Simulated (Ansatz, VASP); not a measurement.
Given: the input of a run of VASP 6.6.1 on MnSi.

Contents of INCAR:

```
SYSTEM = MnSi
PREC     = Accurate       ! precision mode
ENCUT    = 520            ! plane-wave cutoff, eV
EDIFF    = 1E-6           ! SCF threshold, eV
ISMEAR   = -1             ! smearing method
SIGMA    = 0.05           ! smearing width, eV
LREAL    = .False.        ! projectors in reciprocal space
LASPH    = .True.         ! aspherical terms in the spheres
NELM     = 150            ! most SCF steps
ALGO     = Normal         ! electronic algorithm
ISIF     = 2              ! what is computed and relaxed
LWAVE    = .False.        ! write WAVECAR
LCHARG   = .False.        ! write CHGCAR
ISPIN    = 2              ! spin polarisation
MAGMOM   = 4 0            ! initial moments
LORBIT   = 11             ! projections on sites
LMAXMIX  = 4              ! l up to which the mixer works
GGA      = PE             ! functional
NBANDS   = 20             ! bands
```

KPOINTS

```
Automatic mesh
0
Gamma
  9 9 9
  0 0 0
```

The input POSCAR:

```
MnSi
1.0
    3.0094655568      0.0000000000      0.0000000000
    0.0000000000      3.0094655568      0.0000000000
    0.0000000000      0.0000000000      3.0094655568
Mn Si
1 1
Direct
    0.0000000000      0.0000000000      0.0000000000
    0.5000000000      0.5000000000      0.5000000000
```

Potentials or basis: VASP PAW PBE potentials, release 64 (Mn_pv, Si).

The run is started by

```bash
$ cat potpaw_PBE.64/Mn_pv/POTCAR potpaw_PBE.64/Si/POTCAR > POTCAR
$ mpirun -np 1 vasp_std > vasp.out
```

Set up the same calculation for Ansatz 0.2.0. Potentials there: all-electron LAPW, scalar-relativistic.

As run (the cutoff follows the program's own potentials):

File input.yaml:

```yaml
crystal:
  lattice:
    - [3.0094655568, 0.0, 0.0]
    - [0.0, 3.0094655568, 0.0]
    - [0.0, 0.0, 3.0094655568]
  atoms:
    - { symbol: Mn, position: [0.0, 0.0, 0.0], spin: 4.0 }
    - { symbol: Si, position: [0.5, 0.5, 0.5] }
kpoints:
  mp_grid: { grid: [9, 9, 9] }
scf:
  occupations: { method: fermi_dirac, width: 0.05 }
hamiltonian:
  xc: pbe
  pseudopotentials: { kind: all_electron, lapw: { basis_error: 0.0005 } }
magnetization:
  spin_polarized: true
output:
  forces: true
  stress: true
  eigenvalues: true
```

Potentials or basis: all-electron LAPW, scalar-relativistic.

Launch:

```console
$ ansatz run input.yaml --threads 2 --pin off --max-ram 6144MiB --backend cpu --events-out ev --progress --plain --runs-dir out
```

Both were run:

|  | VASP | Ansatz | Ansatz less VASP |
| --- | --- | --- | --- |
| gap on the k mesh at the Fermi level (eV) | none | none | - |
| pressure (GPa) | -27.7 | -27.7 | -0.03 |
| net moment per atom (μB) | 0.44 | 0.44 | +0.001 |
| size of the moment on the site where the two differ most (μB) | 0.98 | 1.01 | +0.021 |

Site moments also hang on the region over which each program counts them. A gap of «none» marks a metal or a gap that the smearing closes. Ansatz ran all-electron here, and VASP with PAW potentials.
